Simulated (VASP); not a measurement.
Set up this calculation in VASP 6.6.1, as the native input.

```
Task                               : relaxation of cell and atoms
Functional                         : HSE06
Potentials or basis                : VASP PAW PBE potentials, release 64 (In_d, As)
Cutoff                             : 600 eV
k mesh                             : 4 × 4 × 4
Occupations                        : fermi-dirac, width 0.05 eV
Spin                               : no spin polarisation
Dipole correction                  : no
Grid for exact exchange (PRECFOCK) : Normal
Further INCAR settings             : ALGO = Normal; EDIFF = 1e-06; IBRION = 2; EDIFFG = -0.01; NSW = 60; ISIF = 3
Share of exact exchange            : 0.25
Screening parameter                : 0.2079 1/Å
```

Crystal: InAs.

```
In As
1.0
     0.00000    3.01800    3.01800
     3.01800    0.00000    3.01800
     3.01800    3.01800    0.00000
In As
1 1
Direct
  0.00000 0.00000 0.00000
  0.75000 0.75000 0.75000
```

The input as run:

POSCAR

```
InAs
1.0
    0.0000000000      3.0180000000      3.0180000000
    3.0180000000      0.0000000000      3.0180000000
    3.0180000000      3.0180000000      0.0000000000
In As
1 1
Direct
    0.0000000000      0.0000000000      0.0000000000
    0.7500000000      0.7500000000      0.7500000000
```

INCAR.step1

```
SYSTEM = InAs
PREC = Accurate
ENCUT = 600
EDIFF = 1E-5
ISMEAR = -1
SIGMA = 0.05
LREAL = .FALSE.
LASPH = .TRUE.
NELM = 60
ALGO = Normal
LWAVE = .TRUE.
LCHARG = .FALSE.
GGA = PE
NBANDS = 16
```

INCAR.step2

```
SYSTEM = InAs
PREC = Accurate
ENCUT = 600
EDIFF = 1E-6
ISMEAR = -1
SIGMA = 0.05
LREAL = .FALSE.
LASPH = .TRUE.
NELM = 60
ALGO = Normal
ISIF = 3
LWAVE = .FALSE.
LCHARG = .FALSE.
GGA = PE
LHFCALC = .TRUE.
HFSCREEN = 0.2079
PRECFOCK = Normal
IBRION = 2
NSW = 60
EDIFFG = -0.01
ISTART = 1
```

KPOINTS

```
regular mesh
0
G
  4 4 4
  0 0 0
```

Potentials or basis: VASP PAW PBE potentials, release 64 (In_d, As).

Command:

```bash
$ cat potpaw_PBE.64/In_d/POTCAR potpaw_PBE.64/As/POTCAR > POTCAR
$ cp INCAR.step1 INCAR
$ mpirun -np 1 vasp_std > vasp.out
$ cp INCAR.step2 INCAR
$ mpirun -np 1 vasp_std > vasp.out
```

It gave:

The relaxed volume is 28.46 Å³/atom. The relaxed cell is a = 4.318 Å, b = 4.318 Å, c = 4.318 Å, α = 60.00°, β = 60.00°, γ = 60.00°, the space group after relaxing (to 0.1 Å) is F-43m (No. 216) and the energy gained by relaxing is 6.9 meV/atom. The ionic steps are 4. The pressure after relaxing is 0.0 GPa and the band gap on the k mesh is 0.40 eV.

Caveat: the k points lie up to 0.45 Å⁻¹ apart in the final cell; the PAW data sets were made with another functional, which shifts forces and pressure a little; spin-orbit coupling is left out, which moves the levels of the heavy elements.

Wall time 35 min on 1 thread of Intel(R) Xeon(R) Platinum 8259CL CPU @ 2.50GHz (Skylake/Cascade Lake), with other jobs on the host, peak memory 0.34 GiB.
